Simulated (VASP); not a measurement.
# Si (P1) in VASP: single point with r2SCAN

Aim: the single point of Si with r2SCAN.

Everything below comes from runs of VASP 6.6.1. Logs are shortened: lines on timing, memory, paths and dates and some standing lists are left out, and cuts for length are marked.

## (1) The cell of the first run

The typed cell holds 4 atoms: a = 5.083 Å, b = 5.083 Å, c = 5.083 Å, α = 98.22°, β = 98.22°, γ = 135.57°.

## (2) Single point, r2SCAN (atom 1 (Si) moved by (-0.200, -0.100) A along x and z)

Contents of POSCAR:

```
Si
1.0
   -3.3273296544      3.3273296544      1.9218805215
    3.3273296544     -3.3273296544      1.9218805215
    3.3273296544      3.3273296544     -1.9218805215
Si
4
Direct
    0.1527370141      0.1226828835      0.3274522684
    0.8212468005      0.8212468005      0.6424936010
    0.1787531995      0.8212468005      0.0000000000
    0.8212468005      0.1787531995      0.0000000000
```

Contents of INCAR.step1:

```
PREC = Accurate ; ENCUT = 550
ISMEAR = 0 ; SIGMA = 0.05
LREAL = F ; LASPH = T
NELM = 120 ; NBANDS = 16
GGA = PE ; ALGO = Normal
EDIFF = 1E-5 ; LWAVE = T
LCHARG = F ; GGA_COMPAT = F
```

Contents of INCAR.step2:

```
PREC = Accurate ; ENCUT = 550
EDIFF = 1E-6 ; ISMEAR = 0
SIGMA = 0.05 ; LREAL = F
LASPH = T ; NELM = 120
ALGO = Normal ; ISIF = 2
LWAVE = F ; LCHARG = T
METAGGA = R2SCAN ; LMIXTAU = T
LELF = T ; LVHAR = T
NBANDS = 16 ; ISTART = 1
GGA_COMPAT = F
```

Contents of KPOINTS:

```
regular mesh
0
Gamma
  10 10 10
```

Potentials or basis: VASP PAW PBE potentials, release 64 (Si).

Launch:

```console
$ cat potpaw_PBE.64/Si/POTCAR > POTCAR
$ cp INCAR.step1 INCAR
$ mpirun -np 1 vasp_std > vasp.out
$ cp INCAR.step2 INCAR
$ mpirun -np 1 vasp_std > vasp.out
```

OUTCAR:

```text
PREC = Accurate
   ENCUT = 550
   EDIFF = 1E-6
   ISMEAR = 0
   LREAL = F
   LASPH = T
   NELM = 120
   ISIF = 2
   METAGGA = R2SCAN
   ISTART = 1

 ion  position               nearest neighbor table
   1  0.153  0.123  0.327-   3 2.18   2 2.35   4 2.39   2 2.51
   2  0.821  0.821  0.642-   1 2.35   3 2.38   4 2.38   1 2.51
   3  0.179  0.821  0.000-   1 2.18   4 2.34   4 2.34   2 2.38
   4  0.821  0.179  0.000-   3 2.34   3 2.34   2 2.38   1 2.39

  LATTYP: Found a body centered tetragonal cell.
 ALAT       =     6.6546593088
 C/A-ratio  =     0.5776044820

  Lattice vectors:

 A1 = (  -3.3273296544,   3.3273296544,   1.9218805215)
 A2 = (   3.3273296544,  -3.3273296544,   1.9218805215)
 A3 = (   3.3273296544,   3.3273296544,  -1.9218805215)

Analysis of symmetry for initial positions (statically):
=====================================================================
 Subroutine PRICEL returns:
 Original cell was already a primitive cell.

 Routine SETGRP: Setting up the symmetry group for a
 body centered tetragonal supercell.

 Subroutine GETGRP returns: Found  1 space group operations
 (whereof  1 operations were pure point group operations)
 out of a pool of 16 trial point group operations.

The static configuration has the point symmetry C_1 .

Analysis of symmetry for dynamics (positions and initial velocities):
=====================================================================
 Subroutine PRICEL returns:
 Original cell was already a primitive cell.

 Routine SETGRP: Setting up the symmetry group for a
 body centered tetragonal supercell.

 Subroutine GETGRP returns: Found  1 space group operations
 (whereof  1 operations were pure point group operations)
 out of a pool of 16 trial point group operations.

The dynamic configuration has the point symmetry C_1 .

 Subroutine INISYM returns: Found  1 space group operations
 (whereof  1 operations are pure point group operations),
 and found     1 'primitive' translations

----------------------------------------------------------------------------------------

                                     Primitive cell

  volume of cell :      85.1095

  direct lattice vectors                    reciprocal lattice vectors
    -3.327329654  3.327329654  1.921880522     0.000000000  0.150270653  0.260161854
     3.327329654 -3.327329654  1.921880522     0.150270653  0.000000000  0.260161854
     3.327329654  3.327329654 -1.921880522     0.150270653  0.150270653  0.000000000

  length of vectors
     5.082899763  5.082899763  5.082899763     0.300442107  0.300442107  0.212514796
[... 89 lines left out ...]
   IBRION =     -1    ionic relax: 0-MD 1-quasi-New 2-CG
   NFREE  =      0    steps in history (QN), initial steepest desc. (CG)
   ISIF   =      2    stress and relaxation
   ISYM   =      2    0-nonsym 1-usesym 2-fastsym
   POTIM  = 0.5000    time-step for ionic-motion
   TEBEG  =    0.0;   TEEND  =   0.0 temperature during run
   PSTRESS=    0.0 pullay stress
   NELECT =      16.0000    total number of electrons
   NUPDOWN=      -1.0000    fix difference up-down
   EMIN   =  10.00;   EMAX   =-10.00  energy-range for DOS
   EFERMI =   0.00;   METHOD = LEGACY
   ISMEAR =     0;   SIGMA  =   0.05  broadening in eV -4-tet -1-fermi 0-gaus
   EFERMI_NEDOS =   21; number of points for ismear=-14 and -15
   IALGO  =     38    algorithm
   IMIX   =      4    mixing-type and parameters
     AMIX     =   0.40;   BMIX     =  1.00
     AMIX_MAG =   1.60;   BMIX_MAG =  1.00
  volume/ion in A,a.u.               =      21.28       143.59
  Fermi-wavevector in a.u.,A,eV,Ry     =   0.937826  1.772234 11.966557  0.879517
  Thomas-Fermi vector in A             =   2.064976
   LORBIT       =      0    0 simple, 1 ext, 2 COOP (PROOUT), +10 PAW based schemes
   METAGGA = R2SCAN    functional components
   LHFCALC =     F    Hartree Fock is set to
   AEXX    =    0.0000 exact exchange contribution
   IVDW    =     0    specifies the selected vdW correction
   LEPSILON=     F    determine dielectric tensor
   LRPA    =     F    only Hartree local field effects (RPA)
 non-spin polarized calculation
 Gauss-broadening in eV      SIGMA  =   0.05
  energy-cutoff  :      550.00
  volume of cell :       85.11
 maximum number of plane-waves:      2519
   NGX = 19   NGY = 19   NGZ = 19

 number of electron      16.0000000 magnetization

 Free energy of the ion-electron system (eV)
  ---------------------------------------------------
  ext. energy  EPLUGINS =         0.00000000
  ---------------------------------------------------
  free energy    TOTEN  =       -34.27629340 eV

  energy without entropy =      -34.27603016  energy(sigma->0) =      -34.27616178

 E-fermi :   5.5290     XC(G=0):  -9.5242

 val. band max:        5.5160124214   @ k =  -0.1000  -0.2000   0.2000
 cond. band min:       5.5564183591   @ k =  -0.1000  -0.2000   0.1000
 fundamental gap:      0.0404059377
 Fermi energy:         5.5290477727

 k-point     1 :       0.0000    0.0000    0.0000
  band No.  band energies     occupation
      1      -7.3675      2.00000
      2      -2.5832      2.00000
      3      -0.9695      2.00000
      4      -0.2909      2.00000
      5       1.0968      2.00000
      6       3.6629      2.00000
[... 433 lines left out ...]
      3      -0.9737      2.00000
      4      -0.4496      2.00000
      5       1.3402      2.00000
      6       2.2316      2.00000
[... 8 lines left out ...]
     15      10.7971      0.00000
     16      13.0506      0.00000

 [... further k-points ...]

------------------------ aborting loop because EDIFF is reached ----------------------------------------

  FORCE on cell =-STRESS in cart. coord.  units (eV):
  Direction    XX          YY          ZZ          XY          YZ          ZX
  --------------------------------------------------------------------------------------
  -------------------------------------------------------------------------------------
  Total        3.6764798     -0.7512567     -1.0577536     -0.4928177     -0.4049347     -0.7286472
  in kB       69.2093426    -14.1423283    -19.9120996     -9.2772418     -7.6228532    -13.7167058
  external PRESSURE =      11.7183049 kB  Pullay stress =       0.0000000 kB

 VOLUME and BASIS-vectors are now :
 -----------------------------------------------------------------------------
  energy-cutoff  :      550.00
  volume of cell :       85.11
      direct lattice vectors                 reciprocal lattice vectors
    -3.327329654  3.327329654  1.921880522     0.000000000  0.150270653  0.260161854
     3.327329654 -3.327329654  1.921880522     0.150270653  0.000000000  0.260161854
     3.327329654  3.327329654 -1.921880522     0.150270653  0.150270653  0.000000000

 POSITION                                       TOTAL-FORCE (eV/Angst)
 -----------------------------------------------------------------------------------
      0.98954      1.18954     -0.10000         3.250688      0.344252      0.837311
      2.13779      2.13779      1.92188        -0.850572     -0.429307     -0.803276
      2.13779     -2.13779      1.92188        -2.180814     -0.023550      0.017358
     -2.13779      2.13779      1.92188        -0.219302      0.108605     -0.051393
 -----------------------------------------------------------------------------------
    total drift:                               -0.000014      0.000002     -0.000003

  FREE ENERGIE OF THE ION-ELECTRON SYSTEM (eV)
  ---------------------------------------------------
  free  energy   TOTEN  =       -34.2762934041 eV

  energy  without entropy=      -34.2760301613  energy(sigma->0) =      -34.27616178
```

OSZICAR.step1:

```text
N       E                     dE             d eps       ncg     rms          rms(c)
DAV:   1     0.265535267692E+02    0.26554E+02   -0.60706E+03 16128   0.848E+02
DAV:   2    -0.195218456004E+02   -0.46075E+02   -0.41693E+02 22048   0.119E+02
DAV:   3    -0.214029855350E+02   -0.18811E+01   -0.18637E+01 22160   0.227E+01
DAV:   4    -0.214271296739E+02   -0.24144E-01   -0.24139E-01 20376   0.330E+00
DAV:   5    -0.214276249030E+02   -0.49523E-03   -0.49521E-03 22440   0.452E-01    0.695E+00
DAV:   6    -0.210795571197E+02    0.34807E+00   -0.19173E-01 19360   0.227E+00    0.418E+00
DAV:   7    -0.209481071078E+02    0.13145E+00   -0.29841E-01 21032   0.270E+00    0.517E-01
DAV:   8    -0.209504760721E+02   -0.23690E-02   -0.31715E-02 19216   0.103E+00    0.260E-01
DAV:   9    -0.209515595226E+02   -0.10835E-02   -0.22133E-03 22128   0.263E-01    0.111E-01
DAV:  10    -0.209518794469E+02   -0.31992E-03   -0.30908E-04 20160   0.916E-02    0.498E-02
DAV:  11    -0.209520086024E+02   -0.12916E-03   -0.15618E-04 20504   0.674E-02    0.123E-02
DAV:  12    -0.209520131526E+02   -0.45503E-05   -0.78282E-06 17304   0.165E-02
   1 F= -.20952013E+02 E0= -.20951847E+02  d E =-.331454E-03
```

Run time: 49 min. Hardware: 1 thread of Intel Xeon 8259CL, shared host; peak memory 0.65 GiB.

What came out:

- Free energy: -34.2763 eV
- Pressure: 1.2 GPa
- Largest force: 3.374 eV/Å
- Band gap on the k mesh: zero (bands 8 and 9 overlap by 0.25 eV)

Forces in eV/Å, atoms in the order of the input:
```
Si   3.251  0.344  0.837
Si  -0.851 -0.429 -0.803
Si  -2.181 -0.024  0.017
Si  -0.219  0.109 -0.051
```

Caveat: the cell differs from its parent crystal (atom 1 (Si) moved by (-0.200, -0.100) A along x and z); semilocal functionals underestimate gaps, so a narrow gap can read as zero; the PAW data sets were made with another functional, which shifts forces and pressure a little.
